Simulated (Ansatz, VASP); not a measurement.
**Cu3Au: VASP beside Ansatz**

```
CELL_PARAMETERS angstrom
3.78040 0.00000 0.00000
0.00000 3.78040 0.00000
0.00000 0.00000 3.78040
ATOMIC_POSITIONS crystal
Cu 0.00000 0.50000 0.50000
Cu 0.50000 0.50000 0.00000
Cu 0.50000 0.00000 0.50000
Au 0.00000 0.00000 0.00000
```

Alike in both runs: functional PBE; k mesh 12 × 12 × 12; occupations gaussian, width 0.1 eV; no spin polarisation.

Ansatz relaxed the structure, and its values are those at the end. VASP's run is a single point on that final structure, the one shown.

|  | VASP | Ansatz |
| --- | --- | --- |
| version | VASP 6.6.1 | Ansatz 0.2.0 |
| potentials or method | VASP PAW PBE potentials, release 64 (Cu, Au), cutoff 600 eV | scalar-relativistic, plane waves, PAW |
| valence electrons in the cell | 44 | 76 |

VASP gave:

```
gap on the k mesh at the Fermi level (eV) : none
pressure (GPa)                            : 0.3
```

Task: What did Ansatz give for the same quantities?

Result: gap on the k mesh at the Fermi level (eV): none; pressure (GPa): 0.0.

A gap of «none» marks a metal or a gap that the smearing closes. With one functional, cell and mesh, what is left measures potentials, basis and numerics. VASP's potentials hold 44 valence electrons a cell and Ansatz's 76, so a difference there can come from the potentials and not from the codes.

Spin-orbit coupling is off throughout.
